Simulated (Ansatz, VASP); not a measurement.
## Al8H: VASP beside Ansatz

```
Al H
1.0
     5.71352    0.00000    0.00000
     0.00000    8.08013    0.00000
     0.00000    0.00000   22.24328
Al H
16 2
Direct
  0.25000 0.25000 0.17983
  0.25000 0.75000 0.17983
  0.75000 0.25000 0.17983
  0.75000 0.75000 0.17983
  0.00000 0.00000 0.24405
  0.00000 0.50000 0.24405
  0.50000 0.00000 0.24405
  0.50000 0.50000 0.24405
  0.25000 0.25000 0.31026
  0.25000 0.75000 0.31026
  0.75000 0.25000 0.31026
  0.75000 0.75000 0.31026
  0.00000 0.00000 0.37060
  0.00000 0.50000 0.37060
  0.50000 0.00000 0.37060
  0.50000 0.50000 0.37060
  0.25000 0.19313 0.41960
  0.25000 0.30687 0.41960
```

Alike in both runs: task single point; functional PBE; k mesh 5 × 4 × 1; occupations gaussian, width 0.1 eV; no spin polarisation.

```csv
,VASP,Ansatz
version,VASP 6.6.1,Ansatz 0.2.0
potentials or method,"VASP PAW PBE potentials, release 64 (Al, H), cutoff 520 eV","scalar-relativistic, plane waves, PAW"
valence electrons in the cell,50,50
```

```csv
,VASP,Ansatz,Ansatz less VASP
gap on the k mesh at the Fermi level (eV),none,none,-
rms of the force components (eV/Å),0.347,0.347,-0.0001
"work function, face that differs most (eV)",4.09,4.09,-0.004
```

Atom by atom the forces differ by 0.001 eV/Å (rms over components). A gap of «none» marks a metal or a gap that the smearing closes. The functional is the same, so the differences come from potentials, cutoffs and numerics.
